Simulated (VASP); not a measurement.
# Ir (P6_3/mmc) in VASP: single point with LDA

Aim: the single point of Ir with LDA.

All numbers are computed with VASP 6.6.1; they aren't measurements. Logs are shortened: lines on timing, memory, paths and dates and some standing lists are left out, and cuts for length are marked.

### Step 1. The cell of the first run

Symmetry: P6_3/mmc, No. 194, hexagonal system. The conventional cell has a = 2.751 Å, b = 2.751 Å, c = 4.462 Å, α = 90.00°, β = 90.00°, γ = 120.00°. Ir (site symmetry -6m2) has 12 Ir at 2.74 to 2.75 Å within 3.6 Å.

This isn't the form of Ir at room conditions, which is fcc.

### Step 2. Single point, LDA

Contents of INCAR:

```
ALGO = Normal
EDIFF = 1E-6
ENCUT = 560
GGA = CA
GGA_COMPAT = False
ISIF = 2
ISMEAR = 0
LASPH = True
LCHARG = True
LELF = True
LREAL = False
LVHAR = True
LWAVE = False
NBANDS = 24
NELM = 120
PREC = Accurate
SIGMA = 0.1
```

Contents of KPOINTS:

```
k-points
0
Gamma
  6 6 4
```

Contents of POSCAR:

```
Ir
1.0
    2.7513778946      0.0000000000      0.0000000000
   -1.3756889473      2.3827631521      0.0000000000
    0.0000000000      0.0000000000      4.4622900000
Ir
2
Direct
    0.6666666667      0.3333333333      0.7500000000
    0.3333333333      0.6666666667      0.2500000000
```

Potentials or basis: VASP PAW LDA potentials, release 64 (Ir_sv_GW).

The run is started by

```bash
$ cat potpaw_LDA.64/Ir_sv_GW/POTCAR > POTCAR
$ mpirun -np 1 vasp_std > vasp.out
```

OUTCAR:

```text
EDIFF = 1E-6
   ENCUT = 560
   GGA = CA
   ISIF = 2
   ISMEAR = 0
   LASPH = True
   LREAL = False
   NELM = 120
   PREC = Accurate

 ion  position               nearest neighbor table
   1  0.667  0.333  0.750-   2 2.74   2 2.74   2 2.74   2 2.74   2 2.74   2 2.74
   2  0.333  0.667  0.250-   1 2.74   1 2.74   1 2.74   1 2.74   1 2.74   1 2.74

  LATTYP: Found a hexagonal cell.
 ALAT       =     2.7513778946
 C/A-ratio  =     1.6218382828

  Lattice vectors:

 A1 = (   2.7513778946,   0.0000000000,   0.0000000000)
 A2 = (  -1.3756889473,   2.3827631521,   0.0000000000)
 A3 = (   0.0000000000,   0.0000000000,   4.4622900000)

Analysis of symmetry for initial positions (statically):
=====================================================================
 Subroutine PRICEL returns:
 Original cell was already a primitive cell.

 Routine SETGRP: Setting up the symmetry group for a
 hexagonal supercell.

 Subroutine GETGRP returns: Found 24 space group operations
 (whereof 12 operations were pure point group operations)
 out of a pool of 24 trial point group operations.

The static configuration has the point symmetry D_3d.
 The point group associated with its full space group is D_6h.

Analysis of symmetry for dynamics (positions and initial velocities):
=====================================================================
 Subroutine PRICEL returns:
 Original cell was already a primitive cell.

 Routine SETGRP: Setting up the symmetry group for a
 hexagonal supercell.

 Subroutine GETGRP returns: Found 24 space group operations
 (whereof 12 operations were pure point group operations)
 out of a pool of 24 trial point group operations.

The dynamic configuration has the point symmetry D_3d.
 The point group associated with its full space group is D_6h.

 Subroutine INISYM returns: Found 24 space group operations
 (whereof 12 operations are pure point group operations),
 and found     1 'primitive' translations

----------------------------------------------------------------------------------------

                                     Primitive cell

  volume of cell :      29.2542

  direct lattice vectors                    reciprocal lattice vectors
     2.751377895  0.000000000  0.000000000     0.363454254  0.209840411  0.000000000
    -1.375688947  2.382763152  0.000000000     0.000000000  0.419680823  0.000000000
     0.000000000  0.000000000  4.462290000     0.000000000  0.000000000  0.224100182

  length of vectors
     2.751377895  2.751377895  4.462290000     0.419680823  0.419680823  0.224100182

  position of ions in fractional coordinates (direct lattice)
     0.666666667  0.333333333  0.750000000
     0.333333333  0.666666667  0.250000000

  ion indices of the primitive-cell ions
   primitive index   ion index
                 1           1
                 2           2

----------------------------------------------------------------------------------------

 KPOINTS: k-points

Automatic generation of k-mesh.
 Grid dimensions read from file:
 generate k-points for:    6    6    4

 Generating k-lattice:

  Cartesian coordinates                     Fractional coordinates (reciprocal lattice)
     0.060575709  0.034973402  0.000000000     0.166666667 -0.000000000  0.000000000
     0.000000000  0.069946804  0.000000000     0.000000000  0.166666667  0.000000000
     0.000000000  0.000000000  0.056025045     0.000000000  0.000000000  0.250000000

  Length of vectors
     0.069946804  0.069946804  0.056025045

  Shift w.r.t. Gamma in fractional coordinates (k-lattice)
     0.000000000  0.000000000  0.000000000

 Subroutine IBZKPT returns following result:
 ===========================================

 Found     21 irreducible k-points:

 Following reciprocal coordinates:
            Coordinates               Weight
  0.000000  0.000000  0.000000      1.000000
  0.166667  0.000000  0.000000      6.000000
  0.333333  0.000000  0.000000      6.000000
  0.500000  0.000000  0.000000      3.000000
  0.166667  0.166667  0.000000      6.000000
  0.333333  0.166667  0.000000     12.000000
[... 13 lines left out ...]
  0.333333  0.166667  0.500000     12.000000
  0.333333  0.333333  0.500000      2.000000
   k-points           NKPTS =     21   k-points in BZ     NKDIM =     21   number of bands    NBANDS=     24
   number of dos      NEDOS =    301   number of ions     NIONS =      2
   total plane-waves  NPLWV =  20736
   dimension x,y,z NGX =    24 NGY =   24 NGZ =   36
   dimension x,y,z NGXF=    48 NGYF=   48 NGZF=   72
   ions per type =               2
   NGX,Y,Z   is equivalent  to a cutoff of  14.50, 14.50, 13.41 a.u.
   NGXF,Y,Z  is equivalent  to a cutoff of  29.00, 29.00, 26.82 a.u.
 SYSTEM =  unknown system
   PREC   = accura    normal or accurate (medium, high low for compatibility)
   ISTART =      0    job   : 0-new  1-cont  2-samecut
   ICHARG =      2    charge: 1-file 2-atom 10-const
   ISPIN  =      1    spin polarized calculation?
   LNONCOLLINEAR =      F non collinear calculations
   LSORBIT =      F    spin-orbit coupling
   LASPH  =      T    aspherical Exc in radial PAW
   ENCUT  =  560.0 eV  41.16 Ry    6.42 a.u.   5.31  5.31  8.61*2*pi/ulx,y,z
   NELM   =    120;   NELMIN=  2; NELMDL= -5     # of ELM steps
   EDIFF  = 0.1E-05   stopping-criterion for ELM
   LREAL  =      F    real-space projection
   EDIFFG = 0.1E-04   stopping-criterion for IOM
   NSW    =      0    number of steps for IOM
   IBRION =     -1    ionic relax: 0-MD 1-quasi-New 2-CG
   NFREE  =      0    steps in history (QN), initial steepest desc. (CG)
   ISIF   =      2    stress and relaxation
   ISYM   =      2    0-nonsym 1-usesym 2-fastsym
   POTIM  = 0.5000    time-step for ionic-motion
   TEBEG  =    0.0;   TEEND  =   0.0 temperature during run
   PSTRESS=    0.0 pullay stress
   NELECT =      34.0000    total number of electrons
   NUPDOWN=      -1.0000    fix difference up-down
   EMIN   =  10.00;   EMAX   =-10.00  energy-range for DOS
   EFERMI =   0.00;   METHOD = LEGACY
   ISMEAR =     0;   SIGMA  =   0.10  broadening in eV -4-tet -1-fermi 0-gaus
   EFERMI_NEDOS =   21; number of points for ismear=-14 and -15
   IALGO  =     38    algorithm
   IMIX   =      4    mixing-type and parameters
     AMIX     =   0.40;   BMIX     =  1.00
     AMIX_MAG =   1.60;   BMIX_MAG =  1.00
  volume/ion in A,a.u.               =      14.63        98.71
  Fermi-wavevector in a.u.,A,eV,Ry     =   1.721227  3.252648 40.308928  2.962623
  Thomas-Fermi vector in A             =   2.797519
   LORBIT       =      0    0 simple, 1 ext, 2 COOP (PROOUT), +10 PAW based schemes
   GGA     = CA    functional components
   LHFCALC =     F    Hartree Fock is set to
   AEXX    =    0.0000 exact exchange contribution
   IVDW    =     0    specifies the selected vdW correction
   LEPSILON=     F    determine dielectric tensor
   LRPA    =     F    only Hartree local field effects (RPA)
 non-spin polarized calculation
 Gauss-broadening in eV      SIGMA  =   0.10
  energy-cutoff  :      560.00
  volume of cell :       29.25
 maximum number of plane-waves:       894
 NGX is ok and might be reduce to    24
   NGX = 11   NGY = 11   NGZ = 17

 number of electron      34.0000000 magnetization

 Free energy of the ion-electron system (eV)
  ---------------------------------------------------
  ext. energy  EPLUGINS =         0.00000000
  ---------------------------------------------------
  free energy    TOTEN  =       -21.56306511 eV

  energy without entropy =      -21.55300191  energy(sigma->0) =      -21.55803351

 E-fermi :  11.9314     XC(G=0): -14.5724

 val. band max:       11.9090256943   @ k =   0.5000   0.0000   0.2500
 cond. band min:      12.0446485970   @ k =   0.1667   0.0000   0.5000
 fundamental gap:      0.1356229026
 Fermi energy:        11.9313667763

 k-point     1 :       0.0000    0.0000    0.0000
  band No.  band energies     occupation
      1     -80.4228      2.00000
      2     -80.3632      2.00000
      3     -37.8815      2.00000
      4     -37.2022      2.00000
      5     -37.2022      2.00000
      6     -37.1604      2.00000
[... 16 lines left out ...]
     23      27.8514      0.00000
     24      28.9272      0.00000

 k-point     2 :       0.1667    0.0000    0.0000
  band No.  band energies     occupation
      1     -80.4098      2.00000
      2     -80.3575      2.00000
      3     -37.8220      2.00000
      4     -37.3348      2.00000
      5     -37.2449      2.00000
      6     -37.2338      2.00000
[... 16 lines left out ...]
     23      28.7219      0.00000
     24      29.3769      0.00000

 k-point     3 :       0.3333    0.0000    0.0000
  band No.  band energies     occupation
      1     -80.3823      2.00000
      2     -80.3484      2.00000
      3     -37.6786      2.00000
      4     -37.5991      2.00000
      5     -37.4952      2.00000
      6     -37.3250      2.00000
[... 16 lines left out ...]
     23      25.5737      0.00000
     24      26.3958      0.00000

 k-point     4 :       0.5000    0.0000    0.0000
  band No.  band energies     occupation
      1     -80.3659      2.00000
      2     -80.3469      2.00000
      3     -37.7309      2.00000
      4     -37.6209      2.00000
      5     -37.5728      2.00000
      6     -37.3642      2.00000
[... 16 lines left out ...]
     23      22.8889      0.00000
     24      23.2699      0.00000

 k-point     5 :       0.1667    0.1667    0.0000
  band No.  band energies     occupation
      1     -80.3898      2.00000
      2     -80.3498      2.00000
      3     -37.7191      2.00000
      4     -37.4800      2.00000
      5     -37.4609      2.00000
      6     -37.2915      2.00000
[... 370 lines left out ...]
 k-point    19 :       0.1667    0.1667    0.5000
  band No.  band energies     occupation
      1     -80.3701      2.00000
      2     -80.3701      2.00000
      3     -37.6234      2.00000
      4     -37.6234      2.00000
      5     -37.3313      2.00000
      6     -37.3313      2.00000
[... 16 lines left out ...]
     23      27.5403      0.00000
     24      27.5403      0.00000

 k-point    20 :       0.3333    0.1667    0.5000
  band No.  band energies     occupation
      1     -80.3561      2.00000
      2     -80.3561      2.00000
      3     -37.7315      2.00000
      4     -37.7315      2.00000
      5     -37.4053      2.00000
      6     -37.4053      2.00000
[... 16 lines left out ...]
     23      25.3758      0.00000
     24      25.3758      0.00000

 k-point    21 :       0.3333    0.3333    0.5000
  band No.  band energies     occupation
      1     -80.3517      2.00000
      2     -80.3517      2.00000
      3     -37.6927      2.00000
      4     -37.6927      2.00000
      5     -37.5190      2.00000
      6     -37.5190      2.00000
[... 16 lines left out ...]
     23      21.8142      0.00000
     24      21.8142      0.00000

------------------------ aborting loop because EDIFF is reached ----------------------------------------

  FORCE on cell =-STRESS in cart. coord.  units (eV):
  Direction    XX          YY          ZZ          XY          YZ          ZX
  --------------------------------------------------------------------------------------
  -------------------------------------------------------------------------------------
  Total       -2.9952858     -2.9952858     -4.1598857     -0.0000000      0.0000000      0.0000000
  in kB     -164.0438428   -164.0438428   -227.8258878     -0.0000000      0.0000000      0.0000000
  external PRESSURE =    -185.3045245 kB  Pullay stress =       0.0000000 kB

 VOLUME and BASIS-vectors are now :
 -----------------------------------------------------------------------------
  energy-cutoff  :      560.00
  volume of cell :       29.25
      direct lattice vectors                 reciprocal lattice vectors
     2.751377895  0.000000000  0.000000000     0.363454254  0.209840411  0.000000000
    -1.375688947  2.382763152  0.000000000     0.000000000  0.419680823  0.000000000
     0.000000000  0.000000000  4.462290000     0.000000000  0.000000000  0.224100182

 POSITION                                       TOTAL-FORCE (eV/Angst)
 -----------------------------------------------------------------------------------
      1.37569      0.79425      3.34672         0.000000     -0.000000      0.000000
     -0.00000      1.58851      1.11557        -0.000000      0.000000      0.000000
 -----------------------------------------------------------------------------------
    total drift:                                0.000000     -0.000000      0.000000

  FREE ENERGIE OF THE ION-ELECTRON SYSTEM (eV)
  ---------------------------------------------------
  free  energy   TOTEN  =       -21.5630651131 eV

  energy  without entropy=      -21.5530019110  energy(sigma->0) =      -21.55803351
```

Run time: 17 s. Hardware: 1 thread of Intel Xeon Platinum 8259CL at 2.50GHz (Skylake/Cascade Lake), shared host; peak memory 0.14 GiB.

What came out:

```
Free energy            : -21.5631 eV
Pressure               : -18.5 GPa
Band gap on the k mesh : zero (bands 17 and 18 overlap by 3.17 eV)
```

Caveat: the k points lie up to 0.44 Å⁻¹ apart, too coarse for converged energies and pressures of a metal; spin-orbit coupling is left out, which moves the levels of the heavy elements.

The gap in the log of VASP goes by the Fermi energy; the results here count the filled bands.